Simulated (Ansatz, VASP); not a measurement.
# Two plane-wave programs on Ag

The input INCAR:

```
PREC     = Accurate       # precision mode
ENCUT    = 520            # plane-wave cutoff, eV
EDIFF    = 1E-6           # SCF threshold, eV
ISMEAR   = 0              # smearing method
SIGMA    = 0.15           # smearing width, eV
LREAL    = False          # projectors in reciprocal space
LASPH    = True           # aspherical terms in the spheres
NELM     = 100            # most SCF steps
ALGO     = Normal         # electronic algorithm
ISIF     = 2              # what is computed and relaxed
LWAVE    = False          # write WAVECAR
LCHARG   = False          # write CHGCAR
GGA      = PS             # functional
NBANDS   = 12             # bands
```

File KPOINTS:

```
Automatic mesh
0
Gamma
  20 20 20
```

File POSCAR:

```
Ag
1.0
    0.0000000000      2.1043930000      2.0124535000
    2.1043930000      0.0000000000      2.0124535000
    2.1043930000      2.1043930000      0.0000000000
Ag
1
Direct
    0.0000000000      0.0000000000      0.0000000000
```

Input for Ansatz:

```yaml
crystal:
  lattice:
    - [0.0, 2.104393, 2.0124535]
    - [2.104393, 0.0, 2.0124535]
    - [2.104393, 2.104393, 0.0]
  atoms:
    - { symbol: Ag, position: [0.0, 0.0, 0.0] }
basis:
  ecutwfc: 420
kpoints:
  mp_grid: { grid: [20, 20, 20] }
hamiltonian:
  xc: pbesol
scf:
  occupations: { method: gaussian, width: 0.15 }
output:
  forces: true
  stress: true
  eigenvalues: true
```

Change from the starting cell: strain +0.030 along x and y, -0.015 along z, atoms carried along.

Alike in both runs: task single point; functional PBEsol; k mesh 20 × 20 × 20; occupations gaussian, width 0.15 eV; no spin polarisation.

```csv
,VASP,Ansatz
version,VASP 6.6.1,Ansatz 0.2.0
potentials or method,"VASP PAW PBE potentials, release 64 (Ag), cutoff 520 eV","scalar-relativistic, plane waves, PAW"
valence electrons in the cell,11,19
```

```tsv
	VASP	Ansatz	Ansatz less VASP
gap on the k mesh at the Fermi level (eV)	none	none	-
pressure (GPa)	-6.7	-6.6	+0.14
traceless stress, the component that is largest in VASP (GPa)	0.89	0.90	+0.005
```

VASP's potentials were made for PBE, not for PBEsol. A gap of «none» marks a metal or a gap that the smearing closes. VASP's potentials hold 11 valence electrons a cell and Ansatz's 19, so a difference there can come from the potentials and not from the codes.
